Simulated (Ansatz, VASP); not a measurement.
# One calculation of Ir, two programs

Contents of INCAR:

```
PREC = Accurate
ENCUT = 520
EDIFF = 1E-6
ISMEAR = -1
SIGMA = 0.1
LREAL = F
LASPH = T
NELM = 60
ALGO = Normal
ISIF = 2
LWAVE = F
LCHARG = F
GGA = PE
NBANDS = 10
```

File KPOINTS:

```
Automatic mesh
0
Gamma
  16 16 16
```

The input POSCAR:

```
Ir
1.0
   -1.5961960365      1.5961960365      1.5961960365
    1.5961960365     -1.5961960365      1.5961960365
    1.5961960365      1.5961960365     -1.5961960365
Ir
1
Direct
    0.0000000000      0.0000000000      0.0000000000
```

Input for Ansatz:

```yaml
crystal:
  lattice:
    - [-1.5961960365, 1.5961960365, 1.5961960365]
    - [1.5961960365, -1.5961960365, 1.5961960365]
    - [1.5961960365, 1.5961960365, -1.5961960365]
  atoms:
    - { symbol: Ir, position: [0.0, 0.0, 0.0] }
hamiltonian:
  xc: pbe
  pseudopotentials:
    kind: paw
    azcp:
      Ir: "pseudopotentials/Ir.paw.azcp"
basis:
  ecutwfc: 420
  fft_grid_basis: typed
kpoints:
  mp_grid: { grid: [16, 16, 16], shift: [0, 0, 0] }
magnetization:
  spin_polarized: false
scf:
  occupations: { method: fermi_dirac, width: 0.1 }
  lower_state_search: "off"
output:
  stress: true
  write_density: true
  write_potential: true
  elf: true
  volumetric_format: npy
```

Alike in both runs: task single point; functional PBE; k mesh 16 × 16 × 16; occupations fermi-dirac, width 0.1 eV; no spin polarisation.

|  | VASP | Ansatz |
| --- | --- | --- |
| version | VASP 6.6.1 | Ansatz 0.2.0 |
| potentials or method | VASP PAW PBE potentials, release 64 (Ir), cutoff 520 eV | plane waves (420 eV) with PAW, scalar-relativistic |
| valence electrons in the cell | 9 | 17 |

VASP gave:

* pressure (GPa): -19.0

Task: What did Ansatz give for the same quantities?

Result: Pressure (GPa): -19.2.

VASP's potentials hold 9 valence electrons a cell and Ansatz's 17, so a difference there can come from the potentials and not from the codes.

Neither program's run includes spin-orbit coupling.
